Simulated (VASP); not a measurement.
# MgS (Fmmm) in VASP: notebook

Runs on MgS. Level: PBE. Tasks: single point.

Program: VASP 6.6.1. These are calculated values, not measurements. Logs are shortened: lines on timing, memory, paths and dates and some standing lists are left out, and cuts for length are marked.

### 1 The cell of the first run

The structure is orthorhombic, space group Fmmm (No. 69). The conventional cell has a = 5.008 Å, b = 5.203 Å, c = 5.398 Å, α = 90.00°, β = 90.00°, γ = 90.00°. Mg (site symmetry mmm) has 6 S at 2.50 to 2.70 Å within 3.3 Å. Within 3.3 Å of S (site symmetry mmm) lie 6 Mg at 2.50 to 2.70 Å.

### 2 Single point, PBE (strain +0.0375 x Voigt [1, -1, 0, 0, 0, 0])

Input file INCAR:

```
SYSTEM = MgS
ALGO = Normal ; EDIFF = 1E-7
ENCUT = 520 ; GGA = PE
ISIF = 2 ; ISMEAR = 0
LASPH = .TRUE. ; LCHARG = .FALSE.
LREAL = .FALSE. ; LWAVE = .FALSE.
NBANDS = 11 ; NELM = 100
PREC = Accurate ; SIGMA = 0.05
```

Input file KPOINTS:

```
k-points
0
G
  8 8 8
  0 0 0
```

Input file POSCAR:

```
MgS
1.0
    0.0000000000      2.5040881250      2.6016500000
    2.6992118750      0.0000000000      2.6016500000
    2.6992118750      2.5040881250      0.0000000000
Mg S
1 1
Direct
    0.0000000000      0.0000000000      0.0000000000
    0.5000000000      0.5000000000      0.5000000000
```

Potentials or basis: VASP PAW PBE potentials, release 64 (Mg, S).

On the command line:

```sh
$ cat potpaw_PBE.64/Mg/POTCAR potpaw_PBE.64/S/POTCAR > POTCAR
$ mpirun -np 1 vasp_std > vasp.out
```

OUTCAR:

```text
SYSTEM = MgS
   EDIFF = 1E-7
   ENCUT = 520
   GGA = PE
   ISIF = 2
   ISMEAR = 0
   LASPH = .TRUE.
   LREAL = .FALSE.
   NELM = 100
   PREC = Accurate

 ion  position               nearest neighbor table
   1  0.000  0.000  0.000-   2 2.50   2 2.50   2 2.60   2 2.60   2 2.70   2 2.70
   2  0.500  0.500  0.500-   1 2.50   1 2.50   1 2.60   1 2.60   1 2.70   1 2.70

  LATTYP: Found a face centered orthorhombic cell.
 ALAT       =     5.0081762500
 B/A-ratio  =     1.0389610390
 C/A-ratio  =     1.0779220779

  Lattice vectors:

 A1 = (  -2.6992118750,   0.0000000000,  -2.6016500000)
 A2 = (  -2.6992118750,   2.5040881250,   0.0000000000)
 A3 = (   0.0000000000,   2.5040881250,  -2.6016500000)

Analysis of symmetry for initial positions (statically):
=====================================================================
 Subroutine PRICEL returns:
 Original cell was already a primitive cell.

 Routine SETGRP: Setting up the symmetry group for a
 face centered orthorhombic supercell.

 Subroutine GETGRP returns: Found  8 space group operations
 (whereof  8 operations were pure point group operations)
 out of a pool of  8 trial point group operations.

The static configuration has the point symmetry D_2h.

Analysis of symmetry for dynamics (positions and initial velocities):
=====================================================================
 Subroutine PRICEL returns:
 Original cell was already a primitive cell.

 Routine SETGRP: Setting up the symmetry group for a
 face centered orthorhombic supercell.

 Subroutine GETGRP returns: Found  8 space group operations
 (whereof  8 operations were pure point group operations)
 out of a pool of  8 trial point group operations.

The dynamic configuration has the point symmetry D_2h.

 Subroutine INISYM returns: Found  8 space group operations
 (whereof  8 operations are pure point group operations),
 and found     1 'primitive' translations

----------------------------------------------------------------------------------------

                                     Primitive cell

  volume of cell :      35.1694

  direct lattice vectors                    reciprocal lattice vectors
     0.000000000  2.504088125  2.601650000    -0.185239256  0.199673484  0.192185728
     2.699211875  0.000000000  2.601650000     0.185239256 -0.199673484  0.192185728
     2.699211875  2.504088125  0.000000000     0.185239256  0.199673484 -0.192185728

  length of vectors
     3.610961099  3.748910171  3.681874806     0.333344321  0.333344321  0.333344321

  position of ions in fractional coordinates (direct lattice)
     0.000000000  0.000000000  0.000000000
     0.500000000  0.500000000  0.500000000

  ion indices of the primitive-cell ions
   primitive index   ion index
                 1           1
                 2           2

----------------------------------------------------------------------------------------

 KPOINTS: k-points

Automatic generation of k-mesh.
 Grid dimensions read from file:
 generate k-points for:    8    8    8

 Generating k-lattice:

  Cartesian coordinates                     Fractional coordinates (reciprocal lattice)
    -0.023154907  0.024959185  0.024023216     0.125000000  0.000000000  0.000000000
     0.023154907 -0.024959185  0.024023216     0.000000000  0.125000000  0.000000000
     0.023154907  0.024959185 -0.024023216     0.000000000  0.000000000  0.125000000

  Length of vectors
     0.041668040  0.041668040  0.041668040

  Shift w.r.t. Gamma in fractional coordinates (k-lattice)
     0.000000000  0.000000000  0.000000000

 Subroutine IBZKPT returns following result:
 ===========================================

 Found     95 irreducible k-points:

 Following reciprocal coordinates:
            Coordinates               Weight
  0.000000  0.000000  0.000000      1.000000
  0.125000  0.000000 -0.000000      8.000000
  0.250000  0.000000 -0.000000      8.000000
  0.375000  0.000000 -0.000000      8.000000
  0.500000  0.000000 -0.000000      4.000000
  0.125000  0.125000  0.000000      2.000000
[... 16 lines left out ...]
  0.250000  0.000000  0.125000      8.000000
  0.375000  0.000000  0.125000      8.000000
 [... further k-points ...]
   k-points           NKPTS =     95   k-points in BZ     NKDIM =     95   number of bands    NBANDS=     11
   number of dos      NEDOS =    301   number of ions     NIONS =      2
   total plane-waves  NPLWV =  21952
   dimension x,y,z NGX =    28 NGY =   28 NGZ =   28
   dimension x,y,z NGXF=    56 NGYF=   56 NGZF=   56
   ions per type =               1   1
   NGX,Y,Z   is equivalent  to a cutoff of  12.89, 12.42, 12.64 a.u.
   NGXF,Y,Z  is equivalent  to a cutoff of  25.78, 24.83, 25.29 a.u.
 SYSTEM =  MgS
   PREC   = accura    normal or accurate (medium, high low for compatibility)
   ISTART =      0    job   : 0-new  1-cont  2-samecut
   ICHARG =      2    charge: 1-file 2-atom 10-const
   ISPIN  =      1    spin polarized calculation?
   LNONCOLLINEAR =      F non collinear calculations
   LSORBIT =      F    spin-orbit coupling
   LASPH  =      T    aspherical Exc in radial PAW
   ENCUT  =  520.0 eV  38.22 Ry    6.18 a.u.   6.71  6.97  6.85*2*pi/ulx,y,z
   NELM   =    100;   NELMIN=  2; NELMDL= -5     # of ELM steps
   EDIFF  = 0.1E-06   stopping-criterion for ELM
   LREAL  =      F    real-space projection
   EDIFFG = 0.1E-05   stopping-criterion for IOM
   NSW    =      0    number of steps for IOM
   IBRION =     -1    ionic relax: 0-MD 1-quasi-New 2-CG
   NFREE  =      0    steps in history (QN), initial steepest desc. (CG)
   ISIF   =      2    stress and relaxation
   ISYM   =      2    0-nonsym 1-usesym 2-fastsym
   POTIM  = 0.5000    time-step for ionic-motion
   TEBEG  =    0.0;   TEEND  =   0.0 temperature during run
   PSTRESS=    0.0 pullay stress
   NELECT =       8.0000    total number of electrons
   NUPDOWN=      -1.0000    fix difference up-down
   EMIN   =  10.00;   EMAX   =-10.00  energy-range for DOS
   EFERMI =   0.00;   METHOD = LEGACY
   ISMEAR =     0;   SIGMA  =   0.05  broadening in eV -4-tet -1-fermi 0-gaus
   EFERMI_NEDOS =   21; number of points for ismear=-14 and -15
   IALGO  =     38    algorithm
   IMIX   =      4    mixing-type and parameters
     AMIX     =   0.40;   BMIX     =  1.00
     AMIX_MAG =   1.60;   BMIX_MAG =  1.00
  volume/ion in A,a.u.               =      17.58       118.67
  Fermi-wavevector in a.u.,A,eV,Ry     =   0.999347  1.888492 13.588064  0.998695
  Thomas-Fermi vector in A             =   2.131631
   LORBIT       =      0    0 simple, 1 ext, 2 COOP (PROOUT), +10 PAW based schemes
   GGA     = PE    functional components
   LHFCALC =     F    Hartree Fock is set to
   AEXX    =    0.0000 exact exchange contribution
   IVDW    =     0    specifies the selected vdW correction
   LEPSILON=     F    determine dielectric tensor
   LRPA    =     F    only Hartree local field effects (RPA)
 non-spin polarized calculation
 Gauss-broadening in eV      SIGMA  =   0.05
  energy-cutoff  :      520.00
  volume of cell :       35.17
 maximum number of plane-waves:       964
   NGX = 13   NGY = 13   NGZ = 13

 number of electron       7.9999999 magnetization

 Free energy of the ion-electron system (eV)
  ---------------------------------------------------
  ext. energy  EPLUGINS =         0.00000000
  ---------------------------------------------------
  free energy    TOTEN  =        -8.46842999 eV

  energy without entropy =       -8.46842999  energy(sigma->0) =       -8.46842999

 E-fermi :   4.0752     XC(G=0):  -9.6878

 val. band max:        3.8714821199   @ k =   0.0000   0.0000   0.0000
 cond. band min:       6.3664731851   @ k =   0.5000   0.0000   0.5000
 fundamental gap:      2.4949910652
 Fermi energy:         4.0751980046

 k-point     1 :       0.0000    0.0000    0.0000
  band No.  band energies     occupation
      1      -8.9505      2.00000
      2       3.5528      2.00000
      3       3.7510      2.00000
      4       3.8715      2.00000
      5       7.4528      0.00000
      6      11.3264      0.00000
      7      11.7118      0.00000
      8      12.1042      0.00000
      9      13.6258      0.00000
     10      14.5092      0.00000
     11      15.9519      0.00000

 k-point     2 :       0.1250    0.0000   -0.0000
  band No.  band energies     occupation
      1      -8.7989      2.00000
      2       2.6568      2.00000
      3       3.5781      2.00000
      4       3.6893      2.00000
      5       8.2506      0.00000
      6      11.3360      0.00000
      7      11.6983      0.00000
      8      12.2189      0.00000
      9      13.1390      0.00000
     10      13.7753      0.00000
     11      16.3557      0.00000

 k-point     3 :       0.2500    0.0000   -0.0000
  band No.  band energies     occupation
      1      -8.3890      2.00000
      2       0.9108      2.00000
      3       3.3911      2.00000
      4       3.4175      2.00000
      5       8.6841      0.00000
      6      11.1806      0.00000
      7      11.8924      0.00000
      8      12.1055      0.00000
      9      14.0084      0.00000
     10      14.0820      0.00000
     11      15.7362      0.00000
[... 267 lines left out ...]
 k-point    23 :       0.2500    0.0000    0.1250
  band No.  band energies     occupation
      1      -8.3923      2.00000
      2       1.2831      2.00000
      3       3.0624      2.00000
      4       3.2167      2.00000
      5       9.2161      0.00000
      6      10.5856      0.00000
      7      11.6211      0.00000
      8      12.2101      0.00000
      9      13.4390      0.00000
     10      14.7101      0.00000
     11      17.0044      0.00000

 k-point    24 :       0.3750    0.0000    0.1250
  band No.  band energies     occupation
      1      -7.9121      2.00000
      2      -0.1168      2.00000
      3       2.8567      2.00000
      4       2.8929      2.00000
      5       8.9170      0.00000
      6      10.7212      0.00000
      7      11.4977      0.00000
      8      11.9609      0.00000
      9      15.0129      0.00000
     10      16.7218      0.00000
     11      16.9692      0.00000

 [... further k-points ...]

------------------------ aborting loop because EDIFF is reached ----------------------------------------

  FORCE on cell =-STRESS in cart. coord.  units (eV):
  Direction    XX          YY          ZZ          XY          YZ          ZX
  --------------------------------------------------------------------------------------
  -------------------------------------------------------------------------------------
  Total       -0.4738008      1.3105223      0.2556979      0.0000000      0.0000000      0.0000000
  in kB      -21.5844487     59.7020921     11.6485596      0.0000000      0.0000000      0.0000000
  external PRESSURE =      16.5887343 kB  Pullay stress =       0.0000000 kB

 VOLUME and BASIS-vectors are now :
 -----------------------------------------------------------------------------
  energy-cutoff  :      520.00
  volume of cell :       35.17
      direct lattice vectors                 reciprocal lattice vectors
     0.000000000  2.504088125  2.601650000    -0.185239256  0.199673484  0.192185728
     2.699211875  0.000000000  2.601650000     0.185239256 -0.199673484  0.192185728
     2.699211875  2.504088125  0.000000000     0.185239256  0.199673484 -0.192185728

 POSITION                                       TOTAL-FORCE (eV/Angst)
 -----------------------------------------------------------------------------------
      0.00000      0.00000      0.00000         0.000000      0.000000      0.000000
      2.69921      2.50409      2.60165        -0.000000     -0.000000      0.000000
 -----------------------------------------------------------------------------------
    total drift:                                0.000000      0.000000      0.000000

  FREE ENERGIE OF THE ION-ELECTRON SYSTEM (eV)
  ---------------------------------------------------
  free  energy   TOTEN  =        -8.4684299882 eV

  energy  without entropy=       -8.4684299882  energy(sigma->0) =       -8.46842999
```

Run time: 37 s. Hardware: 1 thread of Intel Xeon Platinum 8259CL at 2.50GHz (Skylake/Cascade Lake), shared host; peak memory 0.18 GiB.

What came out:

```
Free energy            : -8.4684 eV
Pressure               : 1.7 GPa
Band gap on the k mesh : 2.50 eV, indirect (least direct gap 3.58 eV)
```

Caveat: the cell differs from its parent crystal (strain +0.0375 x Voigt [1, -1, 0, 0, 0, 0]). A k mesh can miss the band edges.

### 3 Single point, PBE (strain +0.0562 x Voigt [1, -1, 0, 0, 0, 0])

Input file INCAR:

```
SYSTEM = MgS
PREC = Accurate
ENCUT = 520
EDIFF = 1E-6
ISMEAR = 0
SIGMA = 0.05
LREAL = .False.
LASPH = .True.
NELM = 60
ALGO = Normal
ISIF = 2
LWAVE = .False.
LCHARG = .False.
GGA = PE
NBANDS = 11
```

Input file KPOINTS:

```
regular mesh
0
Gamma
  8 8 8
  0 0 0
```

Input file POSCAR:

```
MgS
1.0
    0.0000000000      2.4554372700      2.6016500000
    2.7478627300      0.0000000000      2.6016500000
    2.7478627300      2.4554372700      0.0000000000
Mg S
1 1
Direct
    0.0000000000      0.0000000000      0.0000000000
    0.5000000000      0.5000000000      0.5000000000
```

Potentials or basis: VASP PAW PBE potentials, release 64 (Mg, S).

On the command line:

```sh
$ cat potpaw_PBE.64/Mg/POTCAR potpaw_PBE.64/S/POTCAR > POTCAR
$ mpirun -np 1 vasp_std > vasp.out
```

OUTCAR:

```text
SYSTEM = MgS
   PREC = Accurate
   ENCUT = 520
   EDIFF = 1E-6
   ISMEAR = 0
   LREAL = .False.
   LASPH = .True.
   NELM = 60
   ISIF = 2
   GGA = PE

 ion  position               nearest neighbor table
   1  0.000  0.000  0.000-   2 2.46   2 2.46   2 2.60   2 2.60   2 2.75   2 2.75
   2  0.500  0.500  0.500-   1 2.46   1 2.46   1 2.60   1 2.60   1 2.75   1 2.75

  LATTYP: Found a face centered orthorhombic cell.
 ALAT       =     4.9108745400
 B/A-ratio  =     1.0595465141
 C/A-ratio  =     1.1190930282

  Lattice vectors:

 A1 = (  -2.7478627300,   0.0000000000,  -2.6016500000)
 A2 = (  -2.7478627300,   2.4554372700,   0.0000000000)
 A3 = (   0.0000000000,   2.4554372700,  -2.6016500000)

Analysis of symmetry for initial positions (statically):
=====================================================================
 Subroutine PRICEL returns:
 Original cell was already a primitive cell.

 Routine SETGRP: Setting up the symmetry group for a
 face centered orthorhombic supercell.

 Subroutine GETGRP returns: Found  8 space group operations
 (whereof  8 operations were pure point group operations)
 out of a pool of  8 trial point group operations.

[... 173 lines left out ...]
      3       3.7831      2.00000
      4       3.9276      2.00000
      5       7.4735      0.00000
      6      11.1759      0.00000
      7      11.7516      0.00000
      8      12.3433      0.00000
      9      13.4046      0.00000
     10      14.7148      0.00000
     11      15.5585      0.00000
[... 309 lines left out ...]
 k-point    24 :       0.3750    0.0000    0.1250
  band No.  band energies     occupation
      1      -7.9000      2.00000
      2      -0.1654      2.00000
      3       2.8280      2.00000
      4       2.9139      2.00000
      5       8.8741      0.00000
      6      10.9200      0.00000
      7      11.3929      0.00000
      8      11.9468      0.00000
      9      14.9747      0.00000
     10      16.8257      0.00000
     11      17.1733      0.00000

 [... further k-points ...]

------------------------ aborting loop because EDIFF is reached ----------------------------------------

  FORCE on cell =-STRESS in cart. coord.  units (eV):
  Direction    XX          YY          ZZ          XY          YZ          ZX
  --------------------------------------------------------------------------------------
  -------------------------------------------------------------------------------------
  Total       -0.6755263      2.0947031      0.3381288      0.0000000     -0.0000000      0.0000000
  in kB      -30.8283363     95.5939306     15.4308539      0.0000000     -0.0000000      0.0000000
  external PRESSURE =      26.7321494 kB  Pullay stress =       0.0000000 kB

 VOLUME and BASIS-vectors are now :
 -----------------------------------------------------------------------------
  energy-cutoff  :      520.00
  volume of cell :       35.11
      direct lattice vectors                 reciprocal lattice vectors
     0.000000000  2.455437270  2.601650000    -0.181959599  0.203629718  0.192185728
     2.747862730  0.000000000  2.601650000     0.181959599 -0.203629718  0.192185728
     2.747862730  2.455437270  0.000000000     0.181959599  0.203629718 -0.192185728

 POSITION                                       TOTAL-FORCE (eV/Angst)
 -----------------------------------------------------------------------------------
      0.00000      0.00000      0.00000         0.000000     -0.000000      0.000000
      2.74786      2.45544      2.60165        -0.000000      0.000000     -0.000000
 -----------------------------------------------------------------------------------
    total drift:                                0.000000      0.000000      0.000000

  FREE ENERGIE OF THE ION-ELECTRON SYSTEM (eV)
  ---------------------------------------------------
  free  energy   TOTEN  =        -8.4248847705 eV

  energy  without entropy=       -8.4248847705  energy(sigma->0) =       -8.42488477
```

OSZICAR:

```text
N       E                     dE             d eps       ncg     rms          rms(c)
DAV:   1     0.221662633548E+02    0.22166E+02   -0.35644E+03  2186   0.591E+02
DAV:   2    -0.734395891653E+01   -0.29510E+02   -0.27194E+02  2659   0.998E+01
DAV:   3    -0.883437323109E+01   -0.14904E+01   -0.14875E+01  2555   0.234E+01
DAV:   4    -0.884402206636E+01   -0.96488E-02   -0.96479E-02  2543   0.226E+00
DAV:   5    -0.884410248766E+01   -0.80421E-04   -0.80421E-04  2616   0.208E-01    0.449E+00
DAV:   6    -0.846717063878E+01    0.37693E+00   -0.80775E-01  2357   0.355E+00    0.351E+00
DAV:   7    -0.842502938614E+01    0.42141E-01   -0.22771E-01  2517   0.207E+00    0.234E+00
DAV:   8    -0.842521527589E+01   -0.18589E-03   -0.15203E-02  2318   0.751E-01    0.107E+00
DAV:   9    -0.842487076050E+01    0.34452E-03   -0.98747E-04  2420   0.181E-01    0.335E-01
DAV:  10    -0.842488760322E+01   -0.16843E-04   -0.22647E-04  2495   0.710E-02    0.394E-02
DAV:  11    -0.842488443235E+01    0.31709E-05   -0.19627E-05  2493   0.198E-02    0.787E-03
DAV:  12    -0.842488477054E+01   -0.33819E-06   -0.85364E-07  2076   0.615E-03
   1 F= -.84248848E+01 E0= -.84248848E+01  d E =-.217506E-13
```

Wall time 45 s (1 thread of Intel Xeon Platinum 8259CL at 2.50GHz (Skylake/Cascade Lake), shared host); peak memory 0.18 GiB.

Results:

| Quantity | Value |
| --- | --- |
| Free energy | -8.4249 eV |
| Pressure | 2.7 GPa |
| Band gap on the k mesh | 2.42 eV, indirect (least direct gap 3.55 eV) |

Stress tensor (GPa, compression positive):
```
-3.08  0.00  0.00
 0.00  9.56  0.00
 0.00  0.00  1.54
```

Levels at points of the mesh, in eV from the valence-band top:
```tsv
k point	band 1	band 2	band 3	band 4	band 5	band 6	band 7	band 8
(0.00, 0.00, 0.00)	-12.89	-0.46	-0.14	0.00	3.55	7.25	7.82	8.42
(0.50, 0.00, 0.00)	-11.57	-5.04	-0.94	-0.66	4.25	6.33	7.40	10.00
(0.50, 0.50, 0.00)	-11.19	-4.41	-2.33	-1.37	2.66	4.28	11.76	11.78
(0.50, 0.00, 0.50)	-11.01	-4.32	-2.36	-1.88	2.42	4.02	12.18	12.38
(0.00, 0.50, 0.50)	-11.43	-4.44	-1.87	-1.38	3.00	4.42	11.24	12.47
```

Caveat: the cell differs from its parent crystal (strain +0.0562 x Voigt [1, -1, 0, 0, 0, 0]).
